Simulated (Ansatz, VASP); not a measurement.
## One calculation of NiO, two programs

File INCAR:

```
  ALGO = Normal
  EDIFF = 1E-6
  ENCUT = 700
  GGA = PE
  GGA_COMPAT = F
  ISIF = 2
  ISMEAR = 0
  ISPIN = 2
  LASPH = T
  LCHARG = F
  LDAU = T
  LDAUJ = 0 0
  LDAUL = 2 -1
  LDAUPRINT = 1
  LDAUTYPE = 2
  LDAUU = 6.2 0
  LMAXMIX = 4
  LORBIT = 11
  LREAL = F
  LWAVE = F
  MAGMOM = 1.91 0.21
  NBANDS = 23
  NELM = 200
  PREC = Accurate
  SIGMA = 0.05
```

Contents of KPOINTS:

```
k-points
0
Gamma
  10 10 10
```

The input POSCAR:

```
NiO
1.0
    0.0000000000      2.1337896542      2.1337896542
    2.1337896542      0.0000000000      2.1337896542
    2.1337896542      2.1337896542      0.0000000000
Ni O
1 1
Direct
    0.0000000000      0.0000000000      0.0000000000
    0.5000000000      0.5000000000      0.5000000000
```

Input for Ansatz:

```yaml
crystal:
  lattice:
    - [0.0, 2.1337896542, 2.1337896542]
    - [2.1337896542, 0.0, 2.1337896542]
    - [2.1337896542, 2.1337896542, 0.0]
  atoms:
    - { symbol: Ni, position: [0.0, 0.0, 0.0], spin: 1.92 }
    - { symbol: O, position: [0.5, 0.5, 0.5] }
basis:
  ecutwfc: 420
  ecutrho_ratio: 4
kpoints:
  mp_grid: { grid: [10, 10, 10] }
hamiltonian:
  xc: pbe
  hubbard:
    sites:
      - { species: Ni, l: d, u_eff: 6.2, starting_ns: start.occupation_matrices }
    ns_hold: { iters: 6 }
scf:
  occupations: { method: gaussian, width: 0.05 }
  lower_state_search: "off"
output:
  forces: true
  stress: true
  eigenvalues: true
  populations: true
  hubbard: { sites: [{ species: Ni, l: d }] }
magnetization:
  spin_polarized: true
```

Alike in both runs: task single point; functional PBE; k mesh 10 × 10 × 10; occupations gaussian, width 0.05 eV; collinear spin; Hubbard terms Ni d U = 6.2 eV.

|  | VASP | Ansatz |
| --- | --- | --- |
| version | VASP 6.6.1 | Ansatz 0.2.0 |
| potentials or method | VASP PAW PBE potentials, release 64 (Ni_sv_GW, O), cutoff 700 eV | scalar-relativistic, plane waves, PAW |
| valence electrons in the cell | 24 | 24 |

```csv
,VASP,Ansatz,Ansatz less VASP
gap on the k mesh at the Fermi level (eV),2.00,1.94,-0.066
least direct gap on the mesh (eV),3.17,2.89,-0.277
pressure (GPa),-2.2,0.0,+2.26
net moment per atom (μB),1.00,1.00,0.000
size of the moment on the site where the two differ most (μB),1.80,1.74,-0.060
```

Site moments also hang on the region over which each program counts them. The programs project onto different local orbitals, so the same U acts differently, and such runs can settle in different states. Ansatz's warnings: stability check not made.
